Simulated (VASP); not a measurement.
A run of VASP 6.6.1 is set up as follows.

Contents of INCAR:

```
PREC     = Accurate       # precision mode
ENCUT    = 520            # plane-wave cutoff, eV
EDIFF    = 1E-7           # SCF threshold, eV
ISMEAR   = 0              # smearing method
SIGMA    = 0.01           # smearing width, eV
LREAL    = False          # projectors in reciprocal space
LASPH    = True           # aspherical terms in the spheres
NELM     = 60             # most SCF steps
ALGO     = Normal         # electronic algorithm
ISIF     = 2              # what is computed and relaxed
LWAVE    = False          # write WAVECAR
LCHARG   = False          # write CHGCAR
GGA      = PE             # functional
NBANDS   = 18             # bands
```

The input KPOINTS:

```
regular mesh
0
Gamma
  8 8 8
```

Contents of POSCAR:

```
HfO2
1.0
    0.0000000000      2.5453710076      2.5453710076
    2.5453710076      0.0000000000      2.5453710076
    2.5453710076      2.5453710076      0.0000000000
Hf O
1 2
Direct
    0.0000000000      0.0000000000      0.0000000000
    0.2500000000      0.2500000000      0.2500000000
    0.7500000000      0.7500000000      0.7500000000
```

Potentials or basis: VASP PAW PBE potentials, release 64 (Hf_pv, O).

Launch:

```console
$ cat potpaw_PBE.64/Hf_pv/POTCAR potpaw_PBE.64/O/POTCAR > POTCAR
$ mpirun -np 1 vasp_std > vasp.out
```

Problem. Predict the band gap on the k mesh.

Solution. 3.77 eV, direct.

Problem. What does it give for the pressure?

Solution. -2.7 GPa.

Caveat: spin-orbit coupling is left out, which moves the levels of the heavy elements. PBE gaps usually lie below the measured ones, often by a third to a half.
